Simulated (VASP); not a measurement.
The system is ScGaO.

```
Sc Ga O
1.0
     3.70209    0.00000    0.00000
     0.00000    3.70209    0.00000
     0.00000    0.00000    7.09368
Sc Ga O
2 2 2
Direct
  0.00000 0.50000 0.13389
  0.50000 0.00000 0.86611
  0.00000 0.50000 0.55458
  0.50000 0.00000 0.44542
  0.00000 0.00000 0.00000
  0.50000 0.50000 0.00000
```

- Program: VASP 6.6.1
- Task: relaxation of cell and atoms
- Functional: PBE
- Potentials or basis: VASP PAW PBE potentials, release 64 (Sc_sv, Ga_d, O)
- Cutoff: 600 eV
- k mesh: 10 × 10 × 6
- Occupations: gaussian, width 0.1 eV
- Spin: no spin polarisation

At the start: pressure 0.8 GPa; volume 16.20 Å³/atom.

Q: Where does the relaxation end?

A: Over 10 steps the energy falls by 4.1 meV/atom and the volume is 16.24 Å³/atom (+0.2 %); space group P4/nmm (No. 129, to 0.1 Å) before and after.

Step by step:
```tsv
step	energy change (eV)	largest force (eV/Å)	pressure (GPa)	volume (Å³)
1	0.0000	0.2877	0.80	97.22
2	-0.0085	0.2226	-0.54	98.36
3	-0.0088	0.2085	-0.80	98.60
4	-0.0155	0.1609	-0.60	98.50
5	-0.0205	0.1262	-0.26	98.32
6	-0.0206	0.1445	-0.22	98.30
7	-0.0232	0.0915	-0.15	97.99
8	-0.0248	0.0139	-0.03	97.48
9	-0.0248	0.0116	-0.03	97.50
10	-0.0248	0.0066	0.00	97.46
```

Final structure:
```
CELL_PARAMETERS angstrom
3.69483 0.00000 0.00000
0.00000 3.69483 0.00000
0.00000 0.00000 7.13919
ATOMIC_POSITIONS crystal
Sc 0.00000 0.50000 0.13480
Sc 0.50000 0.00000 0.86520
Ga 0.00000 0.50000 0.56526
Ga 0.50000 0.00000 0.43474
O 0.00000 0.00000 0.00000
O 0.50000 0.50000 0.00000
```
